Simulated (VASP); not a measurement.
# Si4O7 in VASP: a series of runs

Si4O7 is run at these levels: PBE; tasks: single point.

Program: VASP 6.6.1. These are calculated values, not measurements. Logs are shortened: lines on timing, memory, paths and dates and some standing lists are left out, and cuts for length are marked.

## Step 1: The cell of the first run

The cell holds an amorphous packing of atoms, 22 atoms: a = 7.085 Å, b = 6.974 Å, c = 7.133 Å, α = 90.58°, β = 88.43°, γ = 88.92°.

## Step 2: Single point, PBE

INCAR reads:

```
SYSTEM = Si4O7
PREC = Accurate
ENCUT = 520
EDIFF = 1E-6
ISMEAR = -1
SIGMA = 0.3447
LREAL = .FALSE.
LASPH = .TRUE.
NELM = 120
ALGO = Normal
ISIF = 2
LWAVE = .FALSE.
LCHARG = .FALSE.
GGA = PE
NBANDS = 75
ISYM = 0
GGA_COMPAT = .FALSE.
```

KPOINTS reads:

```
Automatic mesh
0
Gamma
  1 1 1
  0.25 0.25 0.25
```

POSCAR reads:

```
Si4O7
1.0
    7.0842070000      0.0663610000      0.0972760000
    0.0663610000      6.9740900000     -0.0358550000
    0.0972760000     -0.0358550000      7.1323860000
Si O
8 14
Direct
    0.4337687022      0.1491079451      0.1537457425
    0.4194699924      0.0874119120      0.7756795259
    0.5160597947      0.6209213087      0.0828429506
    0.2376057305      0.5190139963      0.8137519354
    0.0292599165      0.6820006344      0.4976299439
    0.1182608543      0.9257102460      0.1216699991
   -0.1891130302      0.0884994104      0.8522137340
    0.6923516874      0.4358189600      0.3437122004
    0.0058905750      0.7643493765      0.2491771667
    0.2630103781      0.9794542857      0.9269549819
    0.5941165033      0.6575898849      0.2849869046
    0.6524216082      0.1993682485      0.3025926225
    0.7228413490      0.4854620404      0.9799591787
    0.2337716429      0.6142183676      0.5923161519
    0.8535465470      0.8367195155      0.5767510317
    0.6441775319      0.0954544508      1.0056392778
    0.3324467372      0.3017977127      0.0478010960
    0.9197848333      0.9846848138      0.0143732945
    0.3096492847      0.2936932501      0.7474772016
    0.3227837801     -0.0087406701      0.2625305877
   -0.1253581171      0.4907983828      0.4920430431
    0.5893259492      1.0196014542      0.6429665387
```

Potentials or basis: VASP PAW PBE potentials, release 64 (Si, O).

Launch:

```bash
$ cat potpaw_PBE.64/Si/POTCAR potpaw_PBE.64/O/POTCAR > POTCAR
$ mpirun -np 1 vasp_std > vasp.out
```

OUTCAR:

```text
SYSTEM = Si4O7
   PREC = Accurate
   ENCUT = 520
   EDIFF = 1E-6
   ISMEAR = -1
   LREAL = .FALSE.
   LASPH = .TRUE.
   NELM = 120
   ISIF = 2
   GGA = PE
   ISYM = 0

 ion  position               nearest neighbor table
   1  0.434  0.149  0.154-  17 1.50  20 1.56  16 1.83  12 1.94  10 2.37   2 2.73   6 2.76   8 3.07

   2  0.419  0.087  0.776-  22 1.57  19 1.64  10 1.72  16 2.32  17 2.50   1 2.73   7 2.84
   3  0.516  0.621  0.083-  11 1.58  13 1.86   8 2.61   4 2.88
   4  0.238  0.519  0.814-  19 1.70  14 1.72  17 2.37   3 2.88   5 2.95
   5  0.029  0.682  0.498-  14 1.68  15 1.71  21 1.74   9 1.88   4 2.95
   6  0.118  0.926  0.122-   9 1.66  18 1.67  10 1.75  20 1.85   1 2.76   7 3.15
   7  0.811  0.088  0.852-  18 1.58  16 1.59  22 2.25   2 2.84   6 3.15
   8  0.692  0.436  0.344-  12 1.70  21 1.74  11 1.74   3 2.61   1 3.07
   9  0.006  0.764  0.249-   6 1.66   5 1.88
  10  0.263  0.979  0.927-   2 1.72   6 1.75   1 2.37
  11  0.594  0.658  0.285-   3 1.58   8 1.74
  12  0.652  0.199  0.303-   8 1.70   1 1.94
  13  0.723  0.485  0.980-   3 1.86
  14  0.234  0.614  0.592-   5 1.68   4 1.72
  15  0.854  0.837  0.577-   5 1.71
  16  0.644  0.095  0.006-   7 1.59   1 1.83   2 2.32
  17  0.332  0.302  0.048-   1 1.50   4 2.37   2 2.50
  18  0.920  0.985  0.014-   7 1.58   6 1.67
  19  0.310  0.294  0.747-   2 1.64   4 1.70
  20  0.323  0.991  0.263-   1 1.56   6 1.85
  21  0.875  0.491  0.492-   8 1.74   5 1.74
  22  0.589  0.020  0.643-   2 1.57   7 2.25

IMPORTANT INFORMATION: All symmetrisations will be switched off!
NOSYMM: (Re-)initialisation of all symmetry stuff for point group C_1.

----------------------------------------------------------------------------------------

                                     Primitive cell

  volume of cell :     352.2750

  direct lattice vectors                    reciprocal lattice vectors
     7.084207000  0.066361000  0.097276000     0.141198275 -0.001353488 -0.001932556
     0.066361000  6.974090000 -0.035855000    -0.001353488  0.143404563  0.000739364
     0.097276000 -0.035855000  7.132386000    -0.001932556  0.000739364  0.140235610

  length of vectors
     7.085185617  6.974497881  7.133139439     0.141217986  0.143412856  0.140250874

  position of ions in fractional coordinates (direct lattice)
     0.433768702  0.149107945  0.153745742
     0.419469992  0.087411912  0.775679526
     0.516059795  0.620921309  0.082842951
     0.237605731  0.519013996  0.813751935
     0.029259917  0.682000634  0.497629944
     0.118260854  0.925710246  0.121669999
[... 14 lines left out ...]
     0.874641883  0.490798383  0.492043043
     0.589325949  0.019601454  0.642966539

  ion indices of the primitive-cell ions
   primitive index   ion index
                 1           1
                 2           2
                 3           3
                 4           4
                 5           5
                 6           6
[... 14 lines left out ...]
                21          21
                22          22

----------------------------------------------------------------------------------------

 KPOINTS: Automatic mesh

Automatic generation of k-mesh.
 Grid dimensions read from file:
 generate k-points for:    1    1    1

 Generating k-lattice:

  Cartesian coordinates                     Fractional coordinates (reciprocal lattice)
     0.141198275 -0.001353488 -0.001932556     1.000000000 -0.000000000  0.000000000
    -0.001353488  0.143404563  0.000739364    -0.000000000  1.000000000  0.000000000
    -0.001932556  0.000739364  0.140235610     0.000000000  0.000000000  1.000000000

  Length of vectors
     0.141217986  0.143412856  0.140250874

  Shift w.r.t. Gamma in fractional coordinates (k-lattice)
     0.250000000  0.250000000  0.250000000

 Subroutine IBZKPT returns following result:
 ===========================================

 Found      1 irreducible k-points:

 Following reciprocal coordinates:
            Coordinates               Weight
  0.250000  0.250000  0.250000      2.000000
   k-points           NKPTS =      1   k-points in BZ     NKDIM =      1   number of bands    NBANDS=     75
   number of dos      NEDOS =    301   number of ions     NIONS =     22
   total plane-waves  NPLWV = 157464
   dimension x,y,z NGX =    54 NGY =   54 NGZ =   54
   dimension x,y,z NGXF=   108 NGYF=  108 NGZF=  108
   ions per type =               8  14
   NGX,Y,Z   is equivalent  to a cutoff of  12.67, 12.87, 12.59 a.u.
   NGXF,Y,Z  is equivalent  to a cutoff of  25.34, 25.74, 25.17 a.u.
 SYSTEM =  Si4O7
   PREC   = accura    normal or accurate (medium, high low for compatibility)
   ISTART =      0    job   : 0-new  1-cont  2-samecut
   ICHARG =      2    charge: 1-file 2-atom 10-const
   ISPIN  =      1    spin polarized calculation?
   LNONCOLLINEAR =      F non collinear calculations
   LSORBIT =      F    spin-orbit coupling
   LASPH  =      T    aspherical Exc in radial PAW
   ENCUT  =  520.0 eV  38.22 Ry    6.18 a.u.  13.17 12.97 13.26*2*pi/ulx,y,z
   NELM   =    120;   NELMIN=  2; NELMDL= -5     # of ELM steps
   EDIFF  = 0.1E-05   stopping-criterion for ELM
   LREAL  =      F    real-space projection
   EDIFFG = 0.1E-04   stopping-criterion for IOM
   NSW    =      0    number of steps for IOM
   IBRION =     -1    ionic relax: 0-MD 1-quasi-New 2-CG
   NFREE  =      0    steps in history (QN), initial steepest desc. (CG)
   ISIF   =      2    stress and relaxation
   ISYM   =      0    0-nonsym 1-usesym 2-fastsym
   POTIM  = 0.5000    time-step for ionic-motion
   TEBEG  =    0.0;   TEEND  =   0.0 temperature during run
   PSTRESS=    0.0 pullay stress
   NELECT =     116.0000    total number of electrons
   NUPDOWN=      -1.0000    fix difference up-down
   EMIN   =  10.00;   EMAX   =-10.00  energy-range for DOS
   EFERMI =   0.00;   METHOD = LEGACY
   ISMEAR =    -1;   SIGMA  =   0.34  broadening in eV -4-tet -1-fermi 0-gaus
   EFERMI_NEDOS =   21; number of points for ismear=-14 and -15
   IALGO  =     38    algorithm
   IMIX   =      4    mixing-type and parameters
     AMIX     =   0.40;   BMIX     =  1.00
     AMIX_MAG =   1.60;   BMIX_MAG =  1.00
  volume/ion in A,a.u.               =      16.01       108.06
  Fermi-wavevector in a.u.,A,eV,Ry     =   1.130490  2.136317 17.388364  1.278009
  Thomas-Fermi vector in A             =   2.267187
   LORBIT       =      0    0 simple, 1 ext, 2 COOP (PROOUT), +10 PAW based schemes
   GGA     = PE    functional components
   LHFCALC =     F    Hartree Fock is set to
   AEXX    =    0.0000 exact exchange contribution
   IVDW    =     0    specifies the selected vdW correction
   LEPSILON=     F    determine dielectric tensor
   LRPA    =     F    only Hartree local field effects (RPA)
 non-spin polarized calculation
  energy-cutoff  :      520.00
  volume of cell :      352.27
 maximum number of plane-waves:      9479
 NGX is ok and might be reduce to    54
   NGX = 27   NGY = 25   NGZ = 27

 number of electron     115.9999996 magnetization

 Free energy of the ion-electron system (eV)
  ---------------------------------------------------
  ext. energy  EPLUGINS =         0.00000000
  ---------------------------------------------------
  free energy    TOTEN  =      -145.63975458 eV

  energy without entropy =     -144.19909146  energy(sigma->0) =     -144.91942302

 E-fermi :   1.9796     XC(G=0):  -8.3818

 val. band max:        1.5842077614   @ k =   0.2500   0.2500   0.2500
 cond. band min:       2.0989926016   @ k =   0.2500   0.2500   0.2500
 fundamental gap:      0.5147848402
 Fermi energy:         1.9796082896

 k-point     1 :       0.2500    0.2500    0.2500
  band No.  band energies     occupation
      1     -19.4168      2.00000
      2     -19.0788      2.00000
      3     -18.8451      2.00000
      4     -18.4902      2.00000
      5     -18.1450      2.00000
      6     -17.8281      2.00000
[... 62 lines left out ...]
     69       6.8033      0.00000
     70       7.0268      0.00000
 [bands above 70 left out]

------------------------ aborting loop because EDIFF is reached ----------------------------------------

  FORCE on cell =-STRESS in cart. coord.  units (eV):
  Direction    XX          YY          ZZ          XY          YZ          ZX
  --------------------------------------------------------------------------------------
  -------------------------------------------------------------------------------------
  Total      -17.9338542     -6.0266574      1.2193376     -5.5802670     -4.7686199      0.2145920
  in kB      -81.5647382    -27.4097651      5.5456543    -25.3795427    -21.6881005      0.9759830
  external PRESSURE =     -34.4762830 kB  Pullay stress =       0.0000000 kB

 VOLUME and BASIS-vectors are now :
 -----------------------------------------------------------------------------
  energy-cutoff  :      520.00
  volume of cell :      352.27
      direct lattice vectors                 reciprocal lattice vectors
     7.084207000  0.066361000  0.097276000     0.141198275 -0.001353488 -0.001932556
     0.066361000  6.974090000 -0.035855000    -0.001353488  0.143404563  0.000739364
     0.097276000 -0.035855000  7.132386000    -0.001932556  0.000739364  0.140235610

 POSITION                                       TOTAL-FORCE (eV/Angst)
 -----------------------------------------------------------------------------------
      3.09776      1.06317      1.13342         7.501565     -0.662113      1.209502
      3.05287      0.60964      5.57012        -1.508324      0.893184      1.856994
      3.70514      4.36164      0.61881         2.038420     -2.382578     -5.492820
      1.79685      3.60624      5.80850         0.487709     -1.433475     -0.091258
      0.30095      4.74043      3.52768        -4.222550      1.664617     -1.193478
      0.91105      6.45947      0.84611         0.743583     -0.418223     -0.681950
[... 14 lines left out ...]
      6.27658      3.46327      3.57692        -1.050382     -1.398836     -2.247519
      4.23875      0.15276      4.64251        -0.789544      0.511902      1.076789
 -----------------------------------------------------------------------------------
    total drift:                               -0.000427     -0.000909     -0.000909

  FREE ENERGIE OF THE ION-ELECTRON SYSTEM (eV)
  ---------------------------------------------------
  free  energy   TOTEN  =      -145.6397545834 eV

  energy  without entropy=     -144.1990914582  energy(sigma->0) =     -144.91942302
```

Wall time 85 s (1 thread of AMD EPYC 7R43 (Zen 3), shared host); peak memory 0.36 GiB.

Results:

- Free energy: -145.6398 eV
- Pressure: -3.4 GPa
- Largest force: 7.627 eV/Å
- Band gap on the k mesh: 0.51 eV

Forces in eV/Å, atoms in the order of the input:
```
Si   7.502 -0.662  1.210
Si  -1.508  0.893  1.857
Si   2.038 -2.383 -5.493
Si   0.488 -1.433 -0.091
Si  -4.223  1.665 -1.193
Si   0.744 -0.418 -0.682
Si  -0.509  0.000 -3.550
Si   3.025  0.012 -0.013
O    2.854 -0.659  1.714
O    0.917 -1.133 -1.242
O    0.391 -1.957  3.712
O   -2.067  3.950  1.326
O   -2.793  1.481  2.193
O   -1.401  0.596 -0.691
O    3.782 -0.688  0.915
O   -7.190 -0.100 -0.275
O   -1.572  4.546  1.739
O    4.611 -1.220  1.921
O    0.104  0.312 -2.829
O   -3.353 -1.917  0.646
O   -1.050 -1.399 -2.248
O   -0.790  0.512  1.077
```

Stress tensor (GPa, compression positive):
```
-8.16 -2.54  0.10
-2.54 -2.74 -2.17
 0.10 -2.17  0.55
```

Caveat: the k points lie up to 0.90 Å⁻¹ apart.

(Continued in part 2 of 2.)
